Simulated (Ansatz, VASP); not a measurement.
# SiC in VASP and in Ansatz

```
CELL_PARAMETERS angstrom
3.14833 -0.02021 -0.00140
-1.59167 2.64275 -0.04174
-0.00459 -0.16042 10.01058
ATOMIC_POSITIONS crystal
Si 0.66248 0.39260 0.93889
Si 0.32408 0.67722 0.45197
Si 0.05079 0.00215 0.67999
Si 0.99106 0.93328 0.18350
C 0.65545 0.35067 0.75551
C 0.28817 0.66372 0.24436
C 0.03812 0.03445 0.50649
C 0.98984 0.94591 0.99128
```

Change from the starting cell: all atoms moved at random (sigma 0.1 Å a component), cell strained at random (sigma 0.03).

Alike in both runs: task single point; functional PBE; k mesh 12 × 12 × 4; occupations gaussian, width 0.05 eV; no spin polarisation.

|  | VASP | Ansatz |
| --- | --- | --- |
| version | VASP 6.6.1 | Ansatz 0.2.0 |
| potentials or method | VASP PAW PBE potentials, release 64 (Si, C), cutoff 520 eV | scalar-relativistic, plane waves, PAW |
| valence electrons in the cell | 32 | 32 |

|  | VASP | Ansatz | Ansatz less VASP |
| --- | --- | --- | --- |
| gap on the k mesh at the Fermi level (eV) | 0.54 | 0.54 | -0.003 |
| least direct gap on the mesh (eV) | 2.09 | 2.08 | -0.004 |
| pressure (GPa) | 16.4 | 16.5 | +0.14 |
| traceless stress, the component that is largest in VASP (GPa) | 15.89 | 15.94 | +0.050 |
| rms of the force components (eV/Å) | 4.347 | 4.357 | +0.0102 |

Atom by atom the forces differ by 0.013 eV/Å (rms over components).
